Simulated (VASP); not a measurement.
Runs of VASP 6.6.1 on LiOs2. The structure is that of space group Fd-3m (No. 227), or close to it. The cells are those of the table. 

```csv
task,cell,k mesh,cutoff (eV),gap on the mesh (eV),pressure (GPa),relaxed volume (Å³/atom)
relaxation of cell and atoms,"relaxed from a = 5.131 Å, angles 60.0°, 6 atoms",10 × 10 × 10,600,none,0.0,15.98
single point,"a = 5.131 Å, angles 60.0°, 6 atoms",4 × 4 × 4,520,none,-,-
single point,"a = 4.799 Å, angles 60.0°, 6 atoms",6 × 6 × 6,520,none,-,-
relaxation of cell and atoms,"relaxed from a = 4.799 Å, angles 60.0°, 6 atoms",4 × 4 × 4,600,none,0.1,(a)
single point,"a = 5.140 Å, angles 60.0°, 6 atoms",10 × 10 × 10,520,none,-,-
```

Alike in all rows: level PBE; potentials or basis VASP PAW PBE potentials, release 64 (Li_sv, Os); no spin polarisation; smearing gaussian 0.1 eV.

Problem. Estimate the missing entries.

Solution. (a) 15.91.

Caveats: some runs use coarse meshes; the cutoff is under 1.25 times the usual one of these potentials, so pressure, stress and relaxed cells hold a basis-set (Pulay) error; spin-orbit coupling is left out, which moves the levels of the heavy elements; the volume moved by over 15 % at a fixed basis, so the end points are rough (some runs).

A k mesh can miss the band edges, and the runs leave out spin-orbit coupling on Os.

A gap of «none» marks levels without a gap at the run's occupations.
